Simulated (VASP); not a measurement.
# NaCl (P-3m1) in VASP: notebook, part 2 of 2

VASP 6.6.1.

## 3. Single point, PBE

The input, INCAR:

```
SYSTEM = NaCl
PREC = Accurate
ENCUT = 500
EDIFF = 1E-6
ISMEAR = 0
SIGMA = 0.02
LREAL = .FALSE.
LASPH = .TRUE.
NELM = 120
ALGO = Normal
ISIF = 2
LWAVE = .FALSE.
LCHARG = .FALSE.
GGA = PE
NBANDS = 46
GGA_COMPAT = .FALSE.
```

The input, KPOINTS:

```
regular mesh
0
G
  9 9 3
  0 0 0
```

The input, POSCAR:

```
NaCl
1.0
    3.9828522965      0.0000000000      0.0000000000
   -1.9914261482      3.4492512683      0.0000000000
    0.0000000000      0.0000000000     16.9982169482
Na Cl
5 5
Direct
    0.0000000000      0.0000000000      0.0037626849
    0.3333333333      0.6666666667      0.2049909214
    0.6666666667      0.3333333333      0.4000000000
    0.0000000000      0.0000000000      0.5950090786
    0.3333333333      0.6666666667      0.7962373151
    0.6666666667      0.3333333333      0.1073685657
    0.0000000000      0.0000000000      0.3024963594
    0.3333333333      0.6666666667      0.4975036406
    0.6666666667      0.3333333333      0.6926314343
    0.6666666667      0.3333333333      0.9000000000
```

Potentials or basis: VASP PAW PBE potentials, release 64 (Na_pv, Cl).

Command:

```sh
> cat potpaw_PBE.64/Na_pv/POTCAR potpaw_PBE.64/Cl/POTCAR > POTCAR
> mpirun -np 1 vasp_std > vasp.out
```

OUTCAR:

```text
SYSTEM = NaCl
   PREC = Accurate
   ENCUT = 500
   EDIFF = 1E-6
   ISMEAR = 0
   LREAL = .FALSE.
   LASPH = .TRUE.
   NELM = 120
   ISIF = 2
   GGA = PE

 ion  position               nearest neighbor table
   1  0.000  0.000  0.004-
   2  0.333  0.667  0.205-
   3  0.667  0.333  0.400-
   4  0.000  0.000  0.595-
   5  0.333  0.667  0.796-
   6  0.667  0.333  0.107-
   7  0.000  0.000  0.302-
   8  0.333  0.667  0.498-
   9  0.667  0.333  0.693-
  10  0.667  0.333  0.900-

  LATTYP: Found a hexagonal cell.
 ALAT       =     3.9828522965
 C/A-ratio  =     4.2678501945

  Lattice vectors:

 A1 = (   3.9828522965,   0.0000000000,   0.0000000000)
 A2 = (  -1.9914261482,   3.4492512683,   0.0000000000)
 A3 = (   0.0000000000,   0.0000000000,  16.9982169482)

Analysis of symmetry for initial positions (statically):
=====================================================================
 Subroutine PRICEL returns:
 Original cell was already a primitive cell.

 Routine SETGRP: Setting up the symmetry group for a
 hexagonal supercell.

 Subroutine GETGRP returns: Found 12 space group operations
 (whereof  6 operations were pure point group operations)
 out of a pool of 24 trial point group operations.

The static configuration has the point symmetry C_3v.
 The point group associated with its full space group is D_3d.

Analysis of symmetry for dynamics (positions and initial velocities):
=====================================================================
 Subroutine PRICEL returns:
 Original cell was already a primitive cell.

 Routine SETGRP: Setting up the symmetry group for a
 hexagonal supercell.

 Subroutine GETGRP returns: Found 12 space group operations
[... 137 lines left out ...]
   IALGO  =     38    algorithm
   IMIX   =      4    mixing-type and parameters
     AMIX     =   0.40;   BMIX     =  1.00
     AMIX_MAG =   1.60;   BMIX_MAG =  1.00
  volume/ion in A,a.u.               =      23.35       157.59
  Fermi-wavevector in a.u.,A,eV,Ry     =   1.095637  2.070454 16.332713  1.200421
  Thomas-Fermi vector in A             =   2.231964
   LORBIT       =      0    0 simple, 1 ext, 2 COOP (PROOUT), +10 PAW based schemes
   GGA     = PE    functional components
   LHFCALC =     F    Hartree Fock is set to
   AEXX    =    0.0000 exact exchange contribution
   IVDW    =     0    specifies the selected vdW correction
   LEPSILON=     F    determine dielectric tensor
   LRPA    =     F    only Hartree local field effects (RPA)
 non-spin polarized calculation
 Gauss-broadening in eV      SIGMA  =   0.02
  energy-cutoff  :      500.00
  volume of cell :      233.52
 maximum number of plane-waves:      5972
 NGX is ok and might be reduce to    30
   NGX = 15   NGY = 15   NGZ = 61

 number of electron      70.0000018 magnetization

 Free energy of the ion-electron system (eV)
  ---------------------------------------------------
  ext. energy  EPLUGINS =         0.00000000
  ---------------------------------------------------
  free energy    TOTEN  =       -33.64356076 eV

  energy without entropy =      -33.64356076  energy(sigma->0) =      -33.64356076

 E-fermi :  -0.6678     XC(G=0):  -7.9778

 val. band max:       -0.8380497246   @ k =   0.0000   0.0000   0.0000
 cond. band min:       3.9116409364   @ k =   0.0000   0.0000   0.0000
 fundamental gap:      4.7496906610
 Fermi energy:        -0.6677851405

 k-point     1 :       0.0000    0.0000    0.0000
  band No.  band energies     occupation
      1     -22.0903      2.00000
      2     -22.0903      2.00000
      3     -22.0898      2.00000
      4     -22.0898      2.00000
      5     -22.0837      2.00000
      6     -22.0752      2.00000
[... 1165 lines left out ...]
     45       8.7673      0.00000
     46       8.9929      0.00000

 [... further k-points ...]
[... 5 lines left out ...]
  --------------------------------------------------------------------------------------
  -------------------------------------------------------------------------------------
  Total       -0.0743368     -0.0743368     -0.0393982     -0.0000000      0.0000000      0.0000000
  in kB       -0.5100258     -0.5100258     -0.2703112     -0.0000000      0.0000000      0.0000000
  external PRESSURE =      -0.4301210 kB  Pullay stress =       0.0000000 kB

 VOLUME and BASIS-vectors are now :
 -----------------------------------------------------------------------------
  energy-cutoff  :      500.00
  volume of cell :      233.52
      direct lattice vectors                 reciprocal lattice vectors
     3.982852296  0.000000000  0.000000000     0.251076346  0.144958996  0.000000000
    -1.991426148  3.449251268  0.000000000     0.000000000  0.289917992  0.000000000
     0.000000000  0.000000000 16.998216948     0.000000000  0.000000000  0.058829700

 POSITION                                       TOTAL-FORCE (eV/Angst)
 -----------------------------------------------------------------------------------
      0.00000      0.00000      0.06396        -0.000000      0.000000      0.001012
     -0.00000      2.29950      3.48448        -0.000000      0.000000      0.002785
      1.99143      1.14975      6.79929        -0.000000      0.000000      0.000000
      0.00000      0.00000     10.11409         0.000000      0.000000     -0.002785
     -0.00000      2.29950     13.53461         0.000000      0.000000     -0.001012
      1.99143      1.14975      1.82507         0.000000     -0.000000     -0.003378
      0.00000      0.00000      5.14190        -0.000000     -0.000000     -0.000160
     -0.00000      2.29950      8.45667        -0.000000      0.000000      0.000160
      1.99143      1.14975     11.77350         0.000000      0.000000      0.003378
      1.99143      1.14975     15.29840         0.000000      0.000000      0.000000
 -----------------------------------------------------------------------------------
    total drift:                               -0.000000      0.000001     -0.000036

  FREE ENERGIE OF THE ION-ELECTRON SYSTEM (eV)
  ---------------------------------------------------
  free  energy   TOTEN  =       -33.6435607606 eV

  energy  without entropy=      -33.6435607606  energy(sigma->0) =      -33.64356076
```

OSZICAR:

```text
N       E                     dE             d eps       ncg     rms          rms(c)
DAV:   1     0.756359033483E+03    0.75636E+03   -0.32324E+04  2852   0.155E+03
DAV:   2     0.695426808624E+02   -0.68682E+03   -0.65863E+03  3204   0.409E+02
DAV:   3    -0.297806974591E+02   -0.99323E+02   -0.98471E+02  3174   0.164E+02
DAV:   4    -0.346071367150E+02   -0.48264E+01   -0.47967E+01  3488   0.383E+01
DAV:   5    -0.347577041248E+02   -0.15057E+00   -0.15032E+00  3650   0.668E+00    0.488E+00
DAV:   6    -0.336927816488E+02    0.10649E+01   -0.19644E+00  3348   0.509E+00    0.363E+00
DAV:   7    -0.336081862083E+02    0.84595E-01   -0.39193E-01  3864   0.236E+00    0.266E+00
DAV:   8    -0.336433180356E+02   -0.35132E-01   -0.75773E-02  3188   0.154E+00    0.856E-01
DAV:   9    -0.336412338945E+02    0.20841E-02   -0.64219E-03  3606   0.376E-01    0.279E-01
DAV:  10    -0.336419480768E+02   -0.71418E-03   -0.46506E-04  3224   0.965E-02    0.195E-01
DAV:  11    -0.336435603349E+02   -0.16123E-02   -0.28377E-03  3218   0.255E-01    0.827E-02
DAV:  12    -0.336435563998E+02    0.39351E-05   -0.21212E-04  3532   0.752E-02    0.428E-02
DAV:  13    -0.336435580047E+02   -0.16049E-05   -0.25063E-05  3042   0.270E-02    0.305E-02
DAV:  14    -0.336435583838E+02   -0.37913E-06   -0.25186E-05  3540   0.685E-02    0.988E-03
DAV:  15    -0.336435602354E+02   -0.18516E-05   -0.33113E-05  3280   0.357E-02    0.524E-03
DAV:  16    -0.336435612843E+02   -0.10489E-05   -0.10941E-05  3172   0.154E-02    0.909E-03
DAV:  17    -0.336435607606E+02    0.52368E-06   -0.71556E-07  2352   0.494E-03
   1 F= -.33643561E+02 E0= -.33643561E+02  d E =-.619495E-35
```

It took 6.6 min on 1 thread of Intel Xeon Platinum 8488C (Sapphire Rapids), shared host; peak memory 0.43 GiB.

What came out:

```
Free energy            : -33.6436 eV
Pressure               : 0.0 GPa
Largest force          : 0.003 eV/Å
Band gap on the k mesh : 4.75 eV
```

Forces on the atoms (eV/Å):
```
Na   0.000  0.000  0.001
Na   0.000  0.000  0.003
Na   0.000  0.000  0.000
Na   0.000  0.000 -0.003
Na   0.000  0.000 -0.001
Cl   0.000  0.000 -0.003
Cl   0.000  0.000  0.000
Cl   0.000  0.000  0.000
Cl   0.000  0.000  0.003
Cl   0.000  0.000  0.000
```
